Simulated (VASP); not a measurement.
# Si16C in VASP: a series of runs

The runs below take Si16C through single point, with PBE.

Everything below comes from runs of VASP 6.6.1. Logs are shortened: lines on timing, memory, paths and dates and some standing lists are left out, and cuts for length are marked.

### Step 1. The cell of the first run

The cell holds a slab with vacuum, 17 atoms: a = 7.702 Å, b = 6.365 Å, c = 19.753 Å, α = 90.00°, β = 90.00°, γ = 90.00°.

### Step 2. Single point, PBE, collinear spin

INCAR reads:

```
SYSTEM = Si16C
ALGO = Fast
DIPOL = 0.5 0.5 0.324
EDIFF = 1E-6
ENCUT = 520
GGA = PE
IDIPOL = 3
ISIF = 2
ISMEAR = 0
ISPIN = 2
LASPH = .TRUE.
LCHARG = .FALSE.
LDIPOL = .TRUE.
LORBIT = 11
LREAL = Auto
LWAVE = .FALSE.
MAGMOM = 0 0 0 0 0 0 0 0 0 0 0 0 0 0 0 0 2
NBANDS = 52
NELM = 150
PREC = Accurate
SIGMA = 0.05
```

KPOINTS reads:

```
k-points
0
G
  4 4 1
  0 0 0
```

POSCAR reads:

```
Si16C
1.0
    7.7021643869      0.0000000000      0.0000000000
    0.0000000000      6.3646811531      0.0000000000
    0.0000000000      0.0000000000     19.7525434939
Si C
16 1
Direct
    0.0000000000      0.9370679262      0.2025055660
    0.5000000000      0.9370679262      0.2025055660
    0.0000000000      0.5629320738      0.2025055660
    0.5000000000      0.5629320738      0.2025055660
    0.2500000000      0.4370679262      0.2587875163
    0.7500000000      0.4370679262      0.2587875163
    0.2500000000      0.0629320738      0.2587875163
    0.7500000000      0.0629320738      0.2587875163
    0.2500000000      0.9333044689      0.3720589473
    0.7500000000      0.9333044689      0.3720589473
    0.2500000000      0.5666955311      0.3720589473
    0.7500000000      0.5666955311      0.3720589473
    0.0000000000      0.4259907553      0.4177964978
    0.5000000000      0.4259907553      0.4177964978
    0.0000000000      0.0740092447      0.4177964978
    0.5000000000      0.0740092447      0.4177964978
    0.0000000000      1.0926574220      0.5105149372
```

Potentials or basis: VASP PAW PBE potentials, release 64 (Si, C).

Started as:

```sh
cat potpaw_PBE.64/Si/POTCAR potpaw_PBE.64/C/POTCAR > POTCAR
mpirun -np 1 vasp_std > vasp.out
```

OUTCAR:

```text
SYSTEM = Si16C
   EDIFF = 1E-6
   ENCUT = 520
   GGA = PE
   ISIF = 2
   ISMEAR = 0
   ISPIN = 2
   LASPH = .TRUE.
   LORBIT = 11
   LREAL = Auto
   NELM = 150
   PREC = Accurate

 ion  position               nearest neighbor table
   1  0.000  0.937  0.203-   7 2.36   8 2.36   3 2.38
   2  0.500  0.937  0.203-   7 2.36   8 2.36   4 2.38
   3  0.000  0.563  0.203-   5 2.36   6 2.36   1 2.38
   4  0.500  0.563  0.203-   5 2.36   6 2.36   2 2.38
   5  0.250  0.437  0.259-   3 2.36   4 2.36   7 2.38  11 2.38
   6  0.750  0.437  0.259-   3 2.36   4 2.36   8 2.38  12 2.38
   7  0.250  0.063  0.259-   1 2.36   2 2.36   5 2.38   9 2.38
   8  0.750  0.063  0.259-   1 2.36   2 2.36   6 2.38  10 2.38
   9  0.250  0.933  0.372-  15 2.31  16 2.31  11 2.33   7 2.38
  10  0.750  0.933  0.372-  15 2.31  16 2.31  12 2.33   8 2.38
  11  0.250  0.567  0.372-  13 2.31  14 2.31   9 2.33   5 2.38
  12  0.750  0.567  0.372-  13 2.31  14 2.31  10 2.33   6 2.38
  13  0.000  0.426  0.418-  15 2.24  12 2.31  11 2.31
  14  0.500  0.426  0.418-  16 2.24  12 2.31  11 2.31
  15  0.000  0.074  0.418-  17 1.84  13 2.24   9 2.31  10 2.31
  16  0.500  0.074  0.418-  14 2.24  10 2.31   9 2.31
  17  0.000  0.093  0.511-  15 1.84

  LATTYP: Found a simple orthorhombic cell.
 ALAT       =     6.3646811531
 B/A-ratio  =     1.2101414355
 C/A-ratio  =     3.1034615904

  Lattice vectors:

 A1 = (   0.0000000000,  -6.3646811531,   0.0000000000)
 A2 = (   7.7021643869,   0.0000000000,   0.0000000000)
 A3 = (   0.0000000000,   0.0000000000,  19.7525434939)

Analysis of symmetry for initial positions (statically):
=====================================================================
 Subroutine PRICEL returns:
 Original cell was already a primitive cell.

 Routine SETGRP: Setting up the symmetry group for a
 simple orthorhombic supercell.

 Subroutine GETGRP returns: Found  2 space group operations
 (whereof  2 operations were pure point group operations)
 out of a pool of  8 trial point group operations.

The static configuration has the point symmetry C_1h.

Analysis of symmetry for dynamics (positions and initial velocities):
=====================================================================
 Subroutine PRICEL returns:
 Original cell was already a primitive cell.

 Routine SETGRP: Setting up the symmetry group for a
 simple orthorhombic supercell.

 Subroutine GETGRP returns: Found  2 space group operations
 (whereof  2 operations were pure point group operations)
 out of a pool of  8 trial point group operations.

The dynamic configuration has the point symmetry C_1h.

Analysis of structural, dynamic, and magnetic symmetry:
=====================================================================
 Subroutine PRICEL returns:
 Original cell was already a primitive cell.

 Routine SETGRP: Setting up the symmetry group for a
 simple orthorhombic supercell.

 Subroutine GETGRP returns: Found  2 space group operations
 (whereof  2 operations were pure point group operations)
 out of a pool of  8 trial point group operations.

The overall configuration has the point symmetry C_1h.

 Subroutine INISYM returns: Found  2 space group operations
 (whereof  2 operations are pure point group operations),
 and found     1 'primitive' translations

----------------------------------------------------------------------------------------

                                     Primitive cell

  volume of cell :     968.3056

  direct lattice vectors                    reciprocal lattice vectors
     7.702164387  0.000000000  0.000000000     0.129833635  0.000000000  0.000000000
     0.000000000  6.364681153  0.000000000     0.000000000  0.157117061  0.000000000
     0.000000000  0.000000000 19.752543494     0.000000000  0.000000000  0.050626391

  length of vectors
     7.702164387  6.364681153 19.752543494     0.129833635  0.157117061  0.050626391

  position of ions in fractional coordinates (direct lattice)
     0.000000000  0.937067926  0.202505566
     0.500000000  0.937067926  0.202505566
     0.000000000  0.562932074  0.202505566
     0.500000000  0.562932074  0.202505566
     0.250000000  0.437067926  0.258787516
     0.750000000  0.437067926  0.258787516
[... 9 lines left out ...]
     0.500000000  0.074009245  0.417796498
     0.000000000  0.092657422  0.510514937

  ion indices of the primitive-cell ions
   primitive index   ion index
                 1           1
                 2           2
                 3           3
                 4           4
                 5           5
                 6           6
[... 9 lines left out ...]
                16          16
                17          17

----------------------------------------------------------------------------------------

[... 25 lines left out ...]
            Coordinates               Weight
  0.000000  0.000000  0.000000      1.000000
  0.250000  0.000000  0.000000      2.000000
  0.500000  0.000000  0.000000      1.000000
  0.000000  0.250000  0.000000      2.000000
  0.250000  0.250000  0.000000      4.000000
  0.500000  0.250000  0.000000      2.000000
  0.000000  0.500000  0.000000      1.000000
  0.250000  0.500000  0.000000      2.000000
  0.500000  0.500000  0.000000      1.000000
   k-points           NKPTS =      9   k-points in BZ     NKDIM =      9   number of bands    NBANDS=     52
   number of dos      NEDOS =    301   number of ions     NIONS =     17
   total plane-waves  NPLWV = 432000
   dimension x,y,z NGX =    60 NGY =   48 NGZ =  150
   dimension x,y,z NGXF=   120 NGYF=   96 NGZF=  300
   ions per type =              16   1
   NGX,Y,Z   is equivalent  to a cutoff of  12.95, 12.54, 12.62 a.u.
   NGXF,Y,Z  is equivalent  to a cutoff of  25.90, 25.08, 25.25 a.u.
 SYSTEM =  Si16C
   PREC   = accura    normal or accurate (medium, high low for compatibility)
   ISTART =      0    job   : 0-new  1-cont  2-samecut
   ICHARG =      2    charge: 1-file 2-atom 10-const
   ISPIN  =      2    spin polarized calculation?
   LNONCOLLINEAR =      F non collinear calculations
   LSORBIT =      F    spin-orbit coupling
   LASPH  =      T    aspherical Exc in radial PAW
   ENCUT  =  520.0 eV  38.22 Ry    6.18 a.u.  14.32 11.83 36.73*2*pi/ulx,y,z
   NELM   =    150;   NELMIN=  2; NELMDL= -5     # of ELM steps
   EDIFF  = 0.1E-05   stopping-criterion for ELM
   LREAL  =      T    real-space projection
   EDIFFG = 0.1E-04   stopping-criterion for IOM
   NSW    =      0    number of steps for IOM
   IBRION =     -1    ionic relax: 0-MD 1-quasi-New 2-CG
   NFREE  =      0    steps in history (QN), initial steepest desc. (CG)
   ISIF   =      2    stress and relaxation
   ISYM   =      2    0-nonsym 1-usesym 2-fastsym
   POTIM  = 0.5000    time-step for ionic-motion
   TEBEG  =    0.0;   TEEND  =   0.0 temperature during run
   PSTRESS=    0.0 pullay stress
   NELECT =      68.0000    total number of electrons
   NUPDOWN=      -1.0000    fix difference up-down
   EMIN   =  10.00;   EMAX   =-10.00  energy-range for DOS
   EFERMI =   0.00;   METHOD = LEGACY
   ISMEAR =     0;   SIGMA  =   0.05  broadening in eV -4-tet -1-fermi 0-gaus
   EFERMI_NEDOS =   21; number of points for ismear=-14 and -15
   IALGO  =     68    algorithm
   IMIX   =      4    mixing-type and parameters
     AMIX     =   0.40;   BMIX     =  1.00
     AMIX_MAG =   1.60;   BMIX_MAG =  1.00
  volume/ion in A,a.u.               =      56.96       384.38
  Fermi-wavevector in a.u.,A,eV,Ry     =   0.675420  1.276358  6.206864  0.456192
  Thomas-Fermi vector in A             =   1.752430
   LORBIT       =     11    0 simple, 1 ext, 2 COOP (PROOUT), +10 PAW based schemes
   GGA     = PE    functional components
   LHFCALC =     F    Hartree Fock is set to
   AEXX    =    0.0000 exact exchange contribution
   IVDW    =     0    specifies the selected vdW correction
   LEPSILON=     F    determine dielectric tensor
   LRPA    =     F    only Hartree local field effects (RPA)
 spin polarized calculation
 RMM-DIIS sequential band-by-band and
 Gauss-broadening in eV      SIGMA  =   0.05
  energy-cutoff  :      520.00
  volume of cell :      968.31
 maximum number of plane-waves:     26115
 NGX is ok and might be reduce to    60
   NGX = 29   NGY = 23   NGZ = 73

 dipolmoment           0.000000      0.000000     -0.202771 electrons x Angstroem

 number of electron      67.9999999 magnetization       0.8549059

 dipolmoment           0.000000      0.000000      0.309215 electrons x Angstroem

 Free energy of the ion-electron system (eV)
  ---------------------------------------------------
  ext. energy  EPLUGINS =         0.00000000
  ---------------------------------------------------
  free energy    TOTEN  =       -83.13634606 eV

  energy without entropy =      -83.12209075  energy(sigma->0) =      -83.12921840

 E-fermi :  -1.5597     XC(G=0):  -4.0278

 val. band max:       -1.5622375978   @ k =   0.2500   0.2500   0.0000
 cond. band min:      -1.5525325857   @ k =   0.0000   0.5000   0.0000
 fundamental gap:      0.0097050121
 Fermi energy:        -1.5596880383

 spin component 1

 k-point     1 :       0.0000    0.0000    0.0000
  band No.  band energies     occupation
      1     -13.2639      1.00000
      2     -12.3132      1.00000
      3     -11.4899      1.00000
      4     -11.3922      1.00000
      5     -10.7124      1.00000
      6     -10.0411      1.00000
[... 430 lines left out ...]
     45       1.8504      0.00000
     46       1.9509      0.00000
 Fermi energy:        -1.5596880383

 spin component 2

 k-point     1 :       0.0000    0.0000    0.0000
  band No.  band energies     occupation
      1     -13.1646      1.00000
      2     -12.0502      1.00000
      3     -11.3847      1.00000
      4     -11.3329      1.00000
      5     -10.7079      1.00000
      6      -9.9597      1.00000
[... 430 lines left out ...]
     45       1.8699      0.00000
     46       1.9736      0.00000
 [bands above 46 left out]

------------------------ aborting loop because EDIFF is reached ----------------------------------------

 vacuum level on the upper side and lower side of the slab       (xc-potential included)         0.531        -0.606

  FORCE on cell =-STRESS in cart. coord.  units (eV):
  Direction    XX          YY          ZZ          XY          YZ          ZX
  --------------------------------------------------------------------------------------
  -------------------------------------------------------------------------------------
  Total        2.7442262     -1.1854376     -1.7340030      0.0000000      2.2011562      0.0000000
  in kB        4.5406500     -1.9614481     -2.8691150      0.0000000      3.6420758      0.0000000
  external PRESSURE =      -0.0966377 kB  Pullay stress =       0.0000000 kB

 VOLUME and BASIS-vectors are now :
 -----------------------------------------------------------------------------
  energy-cutoff  :      520.00
  volume of cell :      968.31
      direct lattice vectors                 reciprocal lattice vectors
     7.702164387  0.000000000  0.000000000     0.129833635  0.000000000  0.000000000
     0.000000000  6.364681153  0.000000000     0.000000000  0.157117061  0.000000000
     0.000000000  0.000000000 19.752543494     0.000000000  0.000000000  0.050626391

 POSITION                                       TOTAL-FORCE (eV/Angst)
 -----------------------------------------------------------------------------------
      0.00000      5.96414      4.00000         0.000000     -0.810219      0.652411
      3.85108      5.96414      4.00000         0.000000     -0.622677      0.555515
      0.00000      3.58288      4.00000         0.000000      0.807967      0.646404
      3.85108      3.58288      4.00000         0.000000      0.608269      0.457175
      1.92554      2.78180      5.11171         0.047265      0.014132     -0.629052
      5.77662      2.78180      5.11171        -0.047265      0.014132     -0.629052
[... 9 lines left out ...]
      3.85108      0.47105      8.25254         0.000000      0.038487     -0.049242
      0.00000      0.58973     10.08397         0.000000      0.895658      0.037001
 -----------------------------------------------------------------------------------
    total drift:                               -0.000000     -0.003910     -0.021944

  FREE ENERGIE OF THE ION-ELECTRON SYSTEM (eV)
  ---------------------------------------------------
  free  energy   TOTEN  =       -83.1363460601 eV

  energy  without entropy=      -83.1220907486  energy(sigma->0) =      -83.12921840

 vacuum level on the upper side and lower side of the slab         4.287         3.131

 total charge

# of ion       s       p       d       tot
------------------------------------------
    1        0.792   0.836   0.000   1.628
    2        0.793   0.836   0.000   1.629
    3        0.792   0.835   0.000   1.627
    4        0.794   0.836   0.000   1.630
    5        0.765   0.886   0.000   1.651
    6        0.765   0.886   0.000   1.651
[... 9 lines left out ...]
   16        0.783   0.894   0.000   1.678
   17        1.006   1.127   0.000   2.134
--------------------------------------------------
tot         13.388  15.420   0.000  28.808

 magnetization (x)

# of ion       s       p       d       tot
------------------------------------------
    1       -0.006  -0.023   0.000  -0.029
    2       -0.010  -0.069   0.000  -0.079
    3        0.004   0.019   0.000   0.024
    4        0.010   0.063   0.000   0.073
    5       -0.000  -0.001   0.000  -0.001
    6       -0.000  -0.001   0.000  -0.001
[... 9 lines left out ...]
   16        0.000   0.002   0.000   0.002
   17        0.018   0.361   0.000   0.379
--------------------------------------------------
tot          0.026   0.346   0.000   0.371
```

Wall time 76 min (1 thread of Oxide Virtual Turin-like, shared host); peak memory 1.5 GiB.

What came out:

* Free energy: -83.1363 eV
* Largest force: 1.040 eV/Å
* Net moment: 0.85 μB per cell
* Site moments: Si -0.03, -0.08, +0.02, +0.07, -0.00, +0.00, +0.01, -0.01 (each value once); C +0.38 μB
* Valence electrons inside the program's atomic spheres: Si 1.63, 1.65, 1.69, 1.68, 1.67, 1.77 (each value once); C 2.13

Forces on the atoms (eV/Å):
```
Si   0.000 -0.810  0.652
Si   0.000 -0.623  0.556
Si   0.000  0.808  0.646
Si   0.000  0.608  0.457
Si   0.047  0.014 -0.629
Si  -0.047  0.014 -0.629
Si   0.111 -0.049 -0.570
Si  -0.111 -0.049 -0.570
Si   0.162 -0.067 -0.363
Si  -0.162 -0.067 -0.363
Si  -0.125 -0.076  0.062
Si   0.125 -0.076  0.062
Si   0.000  0.497  0.644
Si   0.000 -0.053 -0.016
Si   0.000 -1.008  0.074
Si   0.000  0.038 -0.049
C    0.000  0.896  0.037
```

Levels at points of the mesh, in eV from the Fermi level:
Spin up:
```csv
k point,band 31,band 32,band 33,band 34,band 35,band 36,band 37,band 38
"(0.00, 0.00, 0.00)",-0.82,-0.46,-0.28,0.02,0.07,0.35,0.80,1.06
"(0.50, 0.00, 0.00)",-0.97,-0.52,-0.17,-0.04,0.08,0.84,0.91,1.04
"(0.00, 0.50, 0.00)",-1.01,-0.92,-0.64,-0.04,0.01,0.09,0.57,0.87
"(0.50, 0.50, 0.00)",-0.59,-0.57,-0.51,-0.26,-0.18,0.26,0.58,0.73
```
Spin down:
```
           k point  band 32  band 33  band 34  band 35  band 36  band 37
(0.00, 0.00, 0.00)    -0.44    -0.12     0.02     0.36     0.88     1.15
(0.50, 0.00, 0.00)    -0.33    -0.06     0.21     0.75     0.96     1.23
(0.00, 0.50, 0.00)    -0.80    -0.60    -0.11     0.35     0.65     0.88
(0.50, 0.50, 0.00)    -0.44    -0.40    -0.12     0.27     0.29     0.64
```

Caveat: a moment this small can come from the mesh or the smearing.

### Step 3. Single point, PBE, collinear spin

INCAR reads:

```
SYSTEM = Si16C
ALGO     = Normal         ! electronic algorithm
DIPOL    = 0.5 0.5 0.324
EDIFF    = 1E-7           ! SCF threshold, eV
ENCUT    = 520            ! plane-wave cutoff, eV
GGA      = PE             ! functional
IDIPOL   = 3            
ISIF     = 2              ! what is computed and relaxed
ISMEAR   = 0              ! smearing method
ISPIN    = 2              ! spin polarisation
LASPH    = .True.         ! aspherical terms in the spheres
LCHARG   = .True.         ! write CHGCAR
LDIPOL   = .True.       
LELF     = .True.         ! ELF
LORBIT   = 11             ! projections on sites
LREAL    = Auto         
LVACPOTAV= .True.       
LVHAR    = .True.       
LWAVE    = .False.        ! write WAVECAR
MAGMOM   = 0 0 0 0 0 0 0 0 0 0 0 0 0 0 0 0 2 ! initial moments
NBANDS   = 52             ! bands
NELM     = 150            ! most SCF steps
PREC     = Accurate       ! precision mode
SIGMA    = 0.05           ! smearing width, eV
```

KPOINTS reads:

```
k-points
0
Gamma
  4 4 1
  0 0 0
```

POSCAR: that of step 2 with these lines changed.

```diff
@@ -24,2 +24,2 @@
     0.5000000000      0.0740092447      0.4177964978
-    0.0000000000      1.0926574220      0.5105149372
+    0.0000000000      0.4259907553      0.5111938825
```

Potentials or basis: VASP PAW PBE potentials, release 64 (Si, C).

Started as:

```sh
cat potpaw_PBE.64/Si/POTCAR potpaw_PBE.64/C/POTCAR > POTCAR
mpirun -np 1 vasp_std > vasp.out
```

Wall time 64 min (1 thread of Oxide Virtual Turin-like, shared host); peak memory 1.4 GiB.

The run converged. Its results:

```
Free energy                                           : -83.0429 eV
Largest force                                         : 1.050 eV/Å
Net moment                                            : 0.84 μB per cell
Site moments                                          : Si +0.01, +0.08, -0.02, -0.09, +0.00, -0.00, -0.01 (each value once); C +0.40 μB
Valence electrons inside the program's atomic spheres : Si 1.63, 1.65, 1.68, 1.69, 1.77, 1.67 (each value once); C 2.13
```

Forces on the atoms (eV/Å):
```
Si   0.000 -0.820  0.640
Si   0.000 -0.575  0.448
Si   0.000  0.822  0.653
Si   0.000  0.593  0.554
Si   0.115  0.048 -0.558
Si  -0.115  0.048 -0.558
Si   0.046 -0.012 -0.615
Si  -0.046 -0.012 -0.615
Si  -0.119  0.068  0.057
Si   0.119  0.068  0.057
Si   0.181  0.060 -0.373
Si  -0.181  0.060 -0.373
Si   0.000  0.876  0.228
Si   0.000 -0.045 -0.046
Si   0.000 -0.550  0.467
Si   0.000  0.058 -0.013
C    0.000 -0.689  0.046
```

Levels at points of the mesh, in eV from the Fermi level:
Spin up:
| k point | band 31 | band 32 | band 33 | band 34 | band 35 | band 36 | band 37 | band 38 | band 39 | band 40 |
| --- | --- | --- | --- | --- | --- | --- | --- | --- | --- | --- |
| (0.00, 0.00, 0.00) | -0.80 | -0.43 | -0.28 | 0.03 | 0.08 | 0.34 | 0.72 | 1.01 | 1.30 | 1.76 |
| (0.50, 0.00, 0.00) | -1.00 | -0.50 | -0.17 | -0.04 | 0.08 | 0.71 | 0.93 | 1.02 | 1.46 | 2.01 |
| (0.00, 0.50, 0.00) | -1.01 | -0.92 | -0.62 | -0.04 | -0.01 | 0.09 | 0.55 | 0.88 | 1.34 | 1.72 |
| (0.50, 0.50, 0.00) | -0.58 | -0.57 | -0.51 | -0.24 | -0.17 | 0.27 | 0.58 | 0.74 | 1.09 | 2.32 |
Spin down:
```
           k point  band 31  band 32  band 33  band 34  band 35  band 36  band 37  band 38
(0.00, 0.00, 0.00)    -0.59    -0.41    -0.12     0.02     0.34     0.89     1.17     1.23
(0.50, 0.00, 0.00)    -0.85    -0.31    -0.06     0.25     0.75     0.96     1.13     1.28
(0.00, 0.50, 0.00)    -0.93    -0.84    -0.58    -0.11     0.36     0.63     0.89     1.18
(0.50, 0.50, 0.00)    -0.59    -0.46    -0.40    -0.07     0.28     0.29     0.64     1.43
```

Caveat: a moment this small can come from the mesh or the smearing.
